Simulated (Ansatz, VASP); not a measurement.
TiAl: VASP beside Ansatz

Contents of INCAR:

```
PREC = Accurate ; ENCUT = 520
EDIFF = 1E-6 ; ISMEAR = 0
SIGMA = 0.15 ; LREAL = False
LASPH = True ; NELM = 100
ALGO = Fast ; ISIF = 2
LWAVE = False ; LCHARG = False
GGA = PE ; NBANDS = 14
```

KPOINTS

```
Automatic mesh
0
Gamma
  16 16 16
```

Contents of POSCAR:

```
TiAl
1.0
    3.0519014400      0.0000000000      0.0000000000
    0.0000000000      3.0519014400      0.0000000000
    0.0000000000      0.0000000000      2.9247388800
Ti Al
1 1
Direct
    0.0000000000      0.0000000000      0.0000000000
    0.5000000000      0.5000000000      0.5000000000
```

Input for Ansatz:

```yaml
crystal:
  lattice:
    - [3.05190144, 0.0, 0.0]
    - [0.0, 3.05190144, 0.0]
    - [0.0, 0.0, 2.92473888]
  atoms:
    - { symbol: Ti, position: [0.0, 0.0, 0.0] }
    - { symbol: Al, position: [0.5, 0.5, 0.5] }
basis:
  ecutwfc: 420
kpoints:
  mp_grid: { grid: [16, 16, 16] }
hamiltonian:
  xc: pbe
scf:
  occupations: { method: gaussian, width: 0.15 }
output:
  forces: true
  stress: true
  eigenvalues: true
```

Change from the starting cell: strain -0.040 along x and y, -0.080 along z, atoms carried along.

Alike in both runs: task single point; functional PBE; k mesh 16 × 16 × 16; occupations gaussian, width 0.15 eV; no spin polarisation.

```csv
,VASP,Ansatz
version,VASP 6.6.1,Ansatz 0.2.0
potentials or method,"VASP PAW PBE potentials, release 64 (Ti_sv, Al), cutoff 520 eV","scalar-relativistic, plane waves, PAW"
valence electrons in the cell,15,15
```

```csv
,VASP,Ansatz,Ansatz less VASP
gap on the k mesh at the Fermi level (eV),none,none,-
pressure (GPa),26.9,27.0,+0.12
"traceless stress, the component that is largest in VASP (GPa)",-0.45,-0.44,+0.010
```

A gap of «none» marks a metal or a gap that the smearing closes.
